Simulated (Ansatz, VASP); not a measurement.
## W: VASP beside Ansatz

INCAR

```
PREC     = Accurate       # precision mode
ENCUT    = 520            # plane-wave cutoff, eV
EDIFF    = 1E-7           # SCF threshold, eV
ISMEAR   = -1             # smearing method
SIGMA    = 0.1            # smearing width, eV
LREAL    = False          # projectors in reciprocal space
LASPH    = True           # aspherical terms in the spheres
NELM     = 100            # most SCF steps
ALGO     = Normal         # electronic algorithm
ISIF     = 2              # what is computed and relaxed
LWAVE    = False          # write WAVECAR
LCHARG   = False          # write CHGCAR
GGA      = PS             # functional
NBANDS   = 13             # bands
```

File KPOINTS:

```
Automatic mesh
0
Gamma
  15 15 15
```

File POSCAR:

```
W
1.0
   -1.5971836500      1.5971836500      1.5971836500
    1.5971836500     -1.5971836500      1.5971836500
    1.5971836500      1.5971836500     -1.5971836500
W
1
Direct
    0.0000000000      0.0000000000      0.0000000000
```

Input for Ansatz:

```yaml
crystal:
  lattice:
    - [-1.59718365, 1.59718365, 1.59718365]
    - [1.59718365, -1.59718365, 1.59718365]
    - [1.59718365, 1.59718365, -1.59718365]
  atoms:
    - { symbol: W, position: [0.0, 0.0, 0.0] }
  symmetry: { tolerance: 0.0003 }
kpoints:
  mp_grid: { grid: [15, 15, 15], shift: [0, 0, 0] }
  band_path:
    path:
      - [0.0, 0.0, 0.0]
      - [0.5, -0.5, 0.5]
      - [0.0, 0.0, 0.5]
      - [0.0, 0.0, 0.0]
      - [0.25, 0.25, 0.25]
      - [0.5, -0.5, 0.5]
      - [0.25, 0.25, 0.25]
      - [0.0, 0.0, 0.5]
    npoints: 8
magnetization:
  spin_polarized: false
scf:
  occupations: { method: fermi_dirac }
  lower_state_search: "off"
  max_iter: 200
hamiltonian:
  pseudopotentials: { kind: paw }
  xc: pbesol
basis:
  ecutwfc: 420
  fft_grid_basis: typed
output:
  forces: true
  stress: true
  eigenvalues: true
  bader: true
  populations: true
  elf: true
  write_potential: true
  volumetric_format: npy
  dos:
    e_range: [-12, 8]
    de: 0.05
    projected: { site_lists: { W: [W] } }
checkpoint:
  read: saved_state
```

Alike in both runs: task single point; functional PBEsol; k mesh 15 × 15 × 15; no spin polarisation.

|  | VASP | Ansatz |
| --- | --- | --- |
| version | VASP 6.6.1 | Ansatz 0.2.0 |
| potentials or method | VASP PAW PBE potentials, release 64 (W_sv), cutoff 520 eV | PAW plane waves |
| occupations | fermi-dirac, width 0.1 eV | fermi-dirac |
| valence electrons in the cell | 14 | 14 |

VASP gave:

* pressure (GPa): -10.8

**Question.** Which values does Ansatz return?

**Answer.** Pressure (GPa): -11.3.

VASP's potentials were made for PBE, not for PBEsol.

Neither program's run includes spin-orbit coupling.
